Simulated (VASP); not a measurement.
Set up this calculation in VASP 6.6.1, as the native input.

```yaml
Task: single point
Functional: PBEsol
Dispersion: D4
Potentials_or_basis: VASP PAW PBE potentials, release 64 (Sn_d)
Cutoff: 500 eV
k_mesh: 14 × 14 × 14
Occupations: fermi-dirac, width 0.1 eV
Spin: no spin polarisation
Dipole_correction: no
Further_INCAR_settings: ALGO = Normal; EDIFF = 1e-06; NBANDS = 13
```

The structure of Sn lies in POSCAR:

```
Sn
1.0
    2.6274599156      0.0000000000      0.0000000000
    0.0000000000      2.6274599156      0.0000000000
    0.0000000000      0.0000000000      2.6274599156
Sn
1
Direct
    0.0000000000      0.0000000000      0.0000000000
```

The input as run:

INCAR

```
SYSTEM = Sn
  ALGO = Normal
  EDIFF = 1E-6
  ENCUT = 500
  GGA = PS
  GGA_COMPAT = .FALSE.
  ISIF = 2
  ISMEAR = -1
  IVDW = 13
  LASPH = .TRUE.
  LCHARG = .TRUE.
  LELF = .TRUE.
  LREAL = .FALSE.
  LVHAR = .TRUE.
  LWAVE = .FALSE.
  NBANDS = 13
  NELM = 120
  PREC = Accurate
  SIGMA = 0.1
```

KPOINTS

```
k-points
0
G
  14 14 14
  0 0 0
```

Potentials or basis: VASP PAW PBE potentials, release 64 (Sn_d).

The run is started by

```console
$ cat potpaw_PBE.64/Sn_d/POTCAR > POTCAR
$ mpirun -np 1 vasp_std > vasp.out
```

Results of the run:

```
Pressure                   : 63.7 GPa
Band gap on the k mesh     : zero (band 7 reaches 20.93 eV, above the bottom of band 8 at 10.57 eV)
Dispersion energy per atom : -0.362 eV
```

Caveat: the PAW data sets were made with another functional, which shifts forces and pressure a little; spin-orbit coupling is left out, which moves the levels of the heavy elements; pairwise dispersion overbinds metals, which lowers pressure and volume.

Run time: 9.3 s on 1 thread of Intel(R) Xeon(R) 6975P-C (Granite Rapids), on a shared host, peak memory 0.14 GiB.
